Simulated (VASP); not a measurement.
# AlP (F-43m) in VASP: vibrations by perturbation theory with PBEsol

Aim: the vibrations by perturbation theory of AlP with PBEsol.

Everything below comes from runs of VASP 6.6.1. Logs are shortened: lines on timing, memory, paths and dates and some standing lists are left out, and cuts for length are marked.

## 1. The cell of the first run

It takes space group F-43m (No. 216, cubic). The conventional cell has a = 5.450 Å, b = 5.450 Å, c = 5.450 Å, α = 90.00°, β = 90.00°, γ = 90.00°. Within 3.1 Å of Al (site symmetry -43m) lie 4 P at 2.36 Å. Within 3.1 Å of P (site symmetry -43m) lie 4 Al at 2.36 Å.

## 2. Vibrations by perturbation theory, PBEsol

INCAR

```
SYSTEM = AlP
PREC = Accurate
ENCUT = 500
EDIFF = 1E-8
ISMEAR = 0
SIGMA = 0.01
LREAL = .FALSE.
LASPH = .TRUE.
NELM = 120
ALGO = Normal
ISIF = 2
LWAVE = .FALSE.
LCHARG = .TRUE.
GGA = PS
IBRION = 8
NSW = 1
LEPSILON = .TRUE.
GGA_COMPAT = .FALSE.
```

KPOINTS

```
Automatic mesh
0
G
  8 8 8
  0 0 0
```

POSCAR

```
AlP
1.0
    0.0000000000      2.7250332904      2.7250332904
    2.7250332904      0.0000000000      2.7250332904
    2.7250332904      2.7250332904      0.0000000000
Al P
1 1
Direct
    0.0000000000      0.0000000000      0.0000000000
    0.7500000000      0.7500000000      0.7500000000
```

Potentials or basis: VASP PAW PBE potentials, release 64 (Al, P).

Command:

```bash
$ cat potpaw_PBE.64/Al/POTCAR potpaw_PBE.64/P/POTCAR > POTCAR
$ mpirun -np 1 vasp_std > vasp.out
```

OUTCAR:

```text
SYSTEM = AlP
   PREC = Accurate
   ENCUT = 500
   EDIFF = 1E-8
   ISMEAR = 0
   LREAL = .FALSE.
   LASPH = .TRUE.
   NELM = 120
   ISIF = 2
   GGA = PS
   IBRION = 8
   NSW = 1
   LEPSILON = .TRUE.

 ion  position               nearest neighbor table
   1  0.000  0.000  0.000-   2 2.36   2 2.36   2 2.36   2 2.36
   2  0.750  0.750  0.750-   1 2.36   1 2.36   1 2.36   1 2.36

  LATTYP: Found a face centered cubic cell.
 ALAT       =     5.4500665808

  Lattice vectors:

 A1 = (   0.0000000000,   2.7250332904,   2.7250332904)
 A2 = (   2.7250332904,   0.0000000000,   2.7250332904)
 A3 = (   2.7250332904,   2.7250332904,   0.0000000000)

Analysis of symmetry for initial positions (statically):
=====================================================================
 Subroutine PRICEL returns:
 Original cell was already a primitive cell.

 Routine SETGRP: Setting up the symmetry group for a
 face centered cubic supercell.

 Subroutine GETGRP returns: Found 24 space group operations
 (whereof 24 operations were pure point group operations)
 out of a pool of 48 trial point group operations.

The static configuration has the point symmetry T_d .

Analysis of symmetry for dynamics (positions and initial velocities):
=====================================================================
 Subroutine PRICEL returns:
 Original cell was already a primitive cell.

 Routine SETGRP: Setting up the symmetry group for a
 face centered cubic supercell.

 Subroutine GETGRP returns: Found 24 space group operations
 (whereof 24 operations were pure point group operations)
 out of a pool of 48 trial point group operations.

The dynamic configuration has the point symmetry T_d .

 Subroutine INISYM returns: Found 24 space group operations
 (whereof 24 operations are pure point group operations),
 and found     1 'primitive' translations

----------------------------------------------------------------------------------------

                                     Primitive cell

  volume of cell :      40.4711

  direct lattice vectors                    reciprocal lattice vectors
     0.000000000  2.725033290  2.725033290    -0.183483997  0.183483997  0.183483997
     2.725033290  0.000000000  2.725033290     0.183483997 -0.183483997  0.183483997
     2.725033290  2.725033290  0.000000000     0.183483997  0.183483997 -0.183483997

  length of vectors
     3.853779037  3.853779037  3.853779037     0.317803605  0.317803605  0.317803605

  position of ions in fractional coordinates (direct lattice)
     0.000000000  0.000000000  0.000000000
     0.750000000  0.750000000  0.750000000

  ion indices of the primitive-cell ions
   primitive index   ion index
                 1           1
                 2           2

----------------------------------------------------------------------------------------

 KPOINTS: Automatic mesh

Automatic generation of k-mesh.
 Grid dimensions read from file:
 generate k-points for:    8    8    8

 Generating k-lattice:

  Cartesian coordinates                     Fractional coordinates (reciprocal lattice)
    -0.022935500  0.022935500  0.022935500     0.125000000  0.000000000  0.000000000
     0.022935500 -0.022935500  0.022935500     0.000000000  0.125000000  0.000000000
     0.022935500  0.022935500 -0.022935500     0.000000000  0.000000000  0.125000000

  Length of vectors
     0.039725451  0.039725451  0.039725451

  Shift w.r.t. Gamma in fractional coordinates (k-lattice)
     0.000000000  0.000000000  0.000000000

 Subroutine IBZKPT returns following result:
 ===========================================

 Found     29 irreducible k-points:
[... 371 lines left out ...]
  energy-cutoff  :      500.00
  volume of cell :       40.47
      direct lattice vectors                 reciprocal lattice vectors
     0.000000000  2.725033290  2.725033290    -0.183483997  0.183483997  0.183483997
     2.725033290  0.000000000  2.725033290     0.183483997 -0.183483997  0.183483997
     2.725033290  2.725033290  0.000000000     0.183483997  0.183483997 -0.183483997

 POSITION                                       TOTAL-FORCE (eV/Angst)
 -----------------------------------------------------------------------------------
      0.00000      0.00000      0.00000         0.000000      0.000000      0.000000
      4.08755      4.08755      4.08755        -0.000000     -0.000000     -0.000000
 -----------------------------------------------------------------------------------
    total drift:                               -0.000000     -0.000000     -0.000000

  FREE ENERGIE OF THE ION-ELECTRON SYSTEM (eV)
  ---------------------------------------------------
  free  energy   TOTEN  =       -10.9935970099 eV

  energy  without entropy=      -10.9935970099  energy(sigma->0) =      -10.99359701

 HEAD OF MICROSCOPIC STATIC DIELECTRIC TENSOR (INDEPENDENT PARTICLE, excluding Hartree and local field effects)
 ------------------------------------------------------
           9.284624     0.000000     0.000000
          -0.000000     9.284624    -0.000000
           0.000000    -0.000000     9.284624
 ------------------------------------------------------

 Free energy of the ion-electron system (eV)
  ---------------------------------------------------
  ---------------------------------------------------
  free energy    TOTEN  =        -0.91268406 eV

  energy without entropy =       -0.91268406

------------------------ aborting loop because EDIFF is reached ----------------------------------------

--------------------------------------- Ionic step        2  -------------------------------------------

------------------------ aborting loop because EDIFF is reached ----------------------------------------

--------------------------------------- Ionic step        3  -------------------------------------------

------------------------ aborting loop because EDIFF is reached ----------------------------------------

 PIEZOELECTRIC TENSOR FIELD DIRECTION 3  (e Angst)
 -----------------------------------------------------------------------------
    -0.00068  1.73262  0.00000           (  0.00000 -0.03038  0.00000)
     1.73262 -0.00068  0.00000           ( -0.03038  0.00000  0.00000)
     0.00000  0.00000 -0.00038           (  0.00000  0.00000  0.00000)

 PIEZOELECTRIC TENSOR FIELD DIRECTION 3  (C/m^2)
 -----------------------------------------------------------------------------
    -0.00027  0.68591  0.00000
     0.68591 -0.00027  0.00000
     0.00000  0.00000 -0.00015

--------------------------------------- Ionic step        4  -------------------------------------------

------------------------ aborting loop because EDIFF is reached ----------------------------------------

[... ionic steps 5 to 6 ...]

--------------------------------------- Ionic step        7  -------------------------------------------

 Free energy of the ion-electron system (eV)
  ---------------------------------------------------
  ---------------------------------------------------
  free energy    TOTEN  =        -0.04936474 eV

  energy without entropy =       -0.04936474

------------------------ aborting loop because EDIFF is reached ----------------------------------------

 INTERNAL STRAIN TENSOR  FOR ION    2  DIRECTION 1   (eV/Angst):
 -----------------------------------------------------------------------------
    -0.00758  0.00000  0.00000
     0.00000  0.00592  8.72082
     0.00000  8.72082  0.00592

 MACROSCOPIC STATIC DIELECTRIC TENSOR (including local field effects in DFT)
 ------------------------------------------------------
           8.546482     0.000000    -0.000000
           0.000000     8.546482     0.000000
          -0.000000     0.000000     8.546482
 ------------------------------------------------------

 PIEZOELECTRIC TENSOR (including local field effects)  for field in x, y, z        (e  Angst)
          XX          YY          ZZ          XY          YZ          ZX
  --------------------------------------------------------------------------------
  x     0.00000    -0.00000    -0.00000     0.00000     1.73540     0.00000
  y    -0.00000     0.00000     0.00000     0.00000    -0.00000     1.73540
  z     0.00000    -0.00000     0.00000     1.73540     0.00000    -0.00000

 PIEZOELECTRIC TENSOR (including local field effects)  for field in x, y, z        (C/m^2)
          XX          YY          ZZ          XY          YZ          ZX
  --------------------------------------------------------------------------------
  x     0.00000    -0.00000    -0.00000     0.00000     0.68701     0.00000
  y    -0.00000     0.00000     0.00000     0.00000    -0.00000     0.68701
  z     0.00000    -0.00000     0.00000     0.68701     0.00000    -0.00000

 BORN EFFECTIVE CHARGES (including local field effects) (in |e|, cummulative output)
 ---------------------------------------------------------------------------------
 ion    1
    1     2.24518     0.00000     0.00000
    2    -0.00000     2.24518    -0.00000
    3     0.00000    -0.00000     2.24518
 ion    2
    1    -2.24518    -0.00000    -0.00000
    2     0.00000    -2.24518     0.00000
    3    -0.00000     0.00000    -2.24518

 INTERNAL STRAIN TENSOR FOR ION    2 for displacements in x,y,z  (eV/Angst):
          X           Y           Z          XY          YZ          ZX
  --------------------------------------------------------------------------------
  x     0.00000    -0.00000    -0.00000     0.00000     8.72082     0.00000
  y    -0.00000     0.00000    -0.00000     0.00000     0.00000     8.72082
  z    -0.00000    -0.00000     0.00000     8.72082     0.00000     0.00000

 SECOND DERIVATIVES (NOT SYMMETRIZED)
 ------------------------------------
               1X          1Y          1Z          2X          2Y          2Z
  1X   -10.268002    0.000000    0.000000   10.268002    0.000000    0.000000
  1Y     0.000000  -10.268002    0.000000    0.000000   10.268002    0.000000
  1Z     0.000000    0.000000  -10.268002    0.000000    0.000000   10.268002
  2X    10.266672    0.000000    0.000000  -10.266672    0.000000    0.000000
  2Y     0.000000   10.266672    0.000000    0.000000  -10.266672    0.000000
  2Z     0.000000    0.000000   10.266672    0.000000    0.000000  -10.266672

 Eigenvectors and eigenvalues of the dynamical matrix
 ----------------------------------------------------

   1 f  =   13.191628 THz    82.885443 2PiTHz  440.025346 cm-1    54.556165 meV
             X         Y         Z           dx          dy          dz
      0.000000  0.000000  0.000000    -0.000000   -0.731082   -0.000000
      4.087550  4.087550  4.087550     0.000000    0.682289    0.000000
[... 21 lines left out ...]
   6 f/i=    0.000426 THz     0.002678 2PiTHz    0.014219 cm-1     0.001763 meV
             X         Y         Z           dx          dy          dz
      0.000000  0.000000  0.000000     0.083047    0.539397    0.409479
      4.087550  4.087550  4.087550     0.088986    0.577971    0.438762

--------------------------------------------------------------------------------------------------------

 MACROSCOPIC STATIC DIELECTRIC TENSOR IONIC CONTRIBUTION
 ------------------------------------------------------
           2.195157     0.000000    -0.000000
           0.000000     2.195157     0.000000
          -0.000000     0.000000     2.195157
 ------------------------------------------------------

 ELASTIC MODULI CONTR FROM IONIC RELAXATION (kBar)
 Direction    XX          YY          ZZ          XY          YZ          ZX
 --------------------------------------------------------------------------------
 XX          -0.0000      0.0000      0.0000      0.0000     -0.0000      0.0000
 YY           0.0000     -0.0000      0.0000      0.0000      0.0000     -0.0000
 ZZ           0.0000      0.0000     -0.0000     -0.0000      0.0000      0.0000
 XY           0.0000      0.0000     -0.0000   -290.1595      0.0000     -0.0000
 YZ          -0.0000      0.0000      0.0000      0.0000   -290.1595     -0.0000
 ZX           0.0000     -0.0000      0.0000     -0.0000     -0.0000   -290.1595
 --------------------------------------------------------------------------------

 PIEZOELECTRIC TENSOR IONIC CONTR  for field in x, y, z        (C/m^2)
          XX          YY          ZZ          XY          YZ          ZX
  --------------------------------------------------------------------------------
  x    -0.00000     0.00000     0.00000     0.00000    -0.75097    -0.00000
  y     0.00000    -0.00000     0.00000    -0.00000    -0.00000    -0.75097
  z     0.00000     0.00000    -0.00000    -0.75097     0.00000    -0.00000
```

Wall time 2.2 min (1 thread of Intel Xeon Platinum 8488C (Sapphire Rapids), shared host); peak memory 0.22 GiB.

What came out:

- Electronic dielectric tensor (diagonal): 8.55
- Born charges (mean of the diagonal): Al +2.25; P -2.25 e
- Highest phonon frequency at Γ, LO-TO splitting left out: 440 cm⁻¹

Phonon frequencies in cm⁻¹ (negative: imaginary):
```
              q point        frequencies
(0.000, 0.000, 0.000)  0 0 0 440 440 440
```

Electronic dielectric tensor:
```
8.55 0.00 0.00
0.00 8.55 0.00
0.00 0.00 8.55
```

Born effective charge tensors (e):
atom 1, Al
```
2.25 0.00 0.00
0.00 2.25 0.00
0.00 0.00 2.25
```
atom 2, P
```
-2.25  0.00  0.00
 0.00 -2.25  0.00
 0.00  0.00 -2.25
```

Caveat: the cell stands under pressure or tension, which shifts response properties.
